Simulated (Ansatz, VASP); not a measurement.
Two plane-wave programs on Si3W4N4O12

The input INCAR:

```
PREC = Accurate
ENCUT = 520
EDIFF = 1E-7
ISMEAR = -1
SIGMA = 0.2361
LREAL = Auto
LASPH = T
NELM = 60
ALGO = Normal
ISIF = 2
LWAVE = F
LCHARG = F
GGA = PE
NBANDS = 97
```

Contents of KPOINTS:

```
regular mesh
0
Gamma
  3 3 3
```

File POSCAR:

```
Si3W4N4O12
1.0
    6.6677700000      0.1963220000      0.2687630000
    0.1963220000      6.6521510000     -0.1985320000
    0.2687630000     -0.1985320000      6.6024120000
Si N W O
3 4 4 12
Direct
    0.6938832348      0.3997405612      0.5933828165
    0.3676742633      0.1143280568      0.4890478953
    0.6094685530      0.2097712839      0.0430833507
    0.2448923454      0.0372835651      0.7377261929
    0.6210135121      0.8413953054      0.9581779621
    0.2412918686      0.5623663456      0.8595127141
    0.7043392355      0.4412240749      0.0005916461
    0.3044157111      0.7516649380      0.6867601174
    0.1281986889      0.5334553605      0.2830236214
    0.6502847119      0.6875720905      0.1885199971
    0.1162979920      0.3143457351      0.8801978314
    0.1881164854      0.2290159317      0.4163747686
    0.6877887284      0.9672710591      0.8201381711
    0.5569900006      0.2162934616      0.5349683994
    0.9250275049      0.3621762631      0.6869697749
    0.5799335885      0.6124771873      0.6436387895
    0.8572331271      0.4953425011      0.3973691863
    0.3650920810      0.1440772475      0.0601920263
    0.4115119335      0.8726215463      0.3691578949
    0.0828042440      0.6660677777      0.5425123072
    0.9817956355      0.6896952851      0.1133983520
    0.7453311434      0.0680971635      0.1707614279
    0.3932081176      0.5247340922      0.2423570858
```

Input for Ansatz:

```yaml
crystal:
  lattice:
    - [6.66777, 0.196322, 0.268763]
    - [0.196322, 6.652151, -0.198532]
    - [0.268763, -0.198532, 6.602412]
  atoms:
    - { symbol: Si, position: [0.6938832348, 0.3997405612, 0.5933828165] }
    - { symbol: Si, position: [0.3676742633, 0.1143280568, 0.4890478953] }
    - { symbol: Si, position: [0.609468553, 0.2097712839, 0.0430833507] }
    - { symbol: "N", position: [0.2448923454, 0.0372835651, 0.7377261929] }
    - { symbol: "N", position: [0.6210135121, 0.8413953054, 0.9581779621] }
    - { symbol: "N", position: [0.2412918686, 0.5623663456, 0.8595127141] }
    - { symbol: "N", position: [0.7043392355, 0.4412240749, 0.0005916461] }
    - { symbol: W, position: [0.3044157111, 0.751664938, 0.6867601174] }
    - { symbol: W, position: [0.1281986889, 0.5334553605, 0.2830236214] }
    - { symbol: W, position: [0.6502847119, 0.6875720905, 0.1885199971] }
    - { symbol: W, position: [0.116297992, 0.3143457351, 0.8801978314] }
    - { symbol: O, position: [0.1881164854, 0.2290159317, 0.4163747686] }
    - { symbol: O, position: [0.6877887284, 0.9672710591, 0.8201381711] }
    - { symbol: O, position: [0.5569900006, 0.2162934616, 0.5349683994] }
    - { symbol: O, position: [0.9250275049, 0.3621762631, 0.6869697749] }
    - { symbol: O, position: [0.5799335885, 0.6124771873, 0.6436387895] }
    - { symbol: O, position: [0.8572331271, 0.4953425011, 0.3973691863] }
    - { symbol: O, position: [0.365092081, 0.1440772475, 0.0601920263] }
    - { symbol: O, position: [0.4115119335, 0.8726215463, 0.3691578949] }
    - { symbol: O, position: [0.082804244, 0.6660677777, 0.5425123072] }
    - { symbol: O, position: [0.9817956355, 0.6896952851, 0.113398352] }
    - { symbol: O, position: [0.7453311434, 0.0680971635, 0.1707614279] }
    - { symbol: O, position: [0.3932081176, 0.5247340922, 0.2423570858] }
basis:
  ecutwfc: 420
kpoints:
  mp_grid: { grid: [3, 3, 3] }
hamiltonian:
  xc: pbe
scf:
  occupations: { method: fermi_dirac, width: 0.2361 }
output:
  forces: true
  stress: true
  eigenvalues: true
  populations: true
  write_density: true
  write_potential: true
  elf: true
  volumetric_format: npy
```

Alike in both runs: task single point; functional PBE; k mesh 3 × 3 × 3; occupations fermi-dirac, width 0.2361 eV; no spin polarisation.

```csv
,VASP,Ansatz
version,VASP 6.6.1,Ansatz 0.2.0
potentials or method,"VASP PAW PBE potentials, release 64 (Si, N, W_sv, O), cutoff 520 eV","scalar-relativistic, plane waves, PAW"
valence electrons in the cell,160,160
```

|  | VASP | Ansatz | Ansatz less VASP |
| --- | --- | --- | --- |
| gap on the k mesh at the Fermi level (eV) | 0.16 | 0.16 | +0.002 |
| least direct gap on the mesh (eV) | 0.19 | 0.19 | +0.001 |
| rms of the force components (eV/Å) | 2.044 | 2.032 | -0.0128 |

Atom by atom the forces differ by 0.097 eV/Å (rms over components).

Spin-orbit coupling is off throughout.
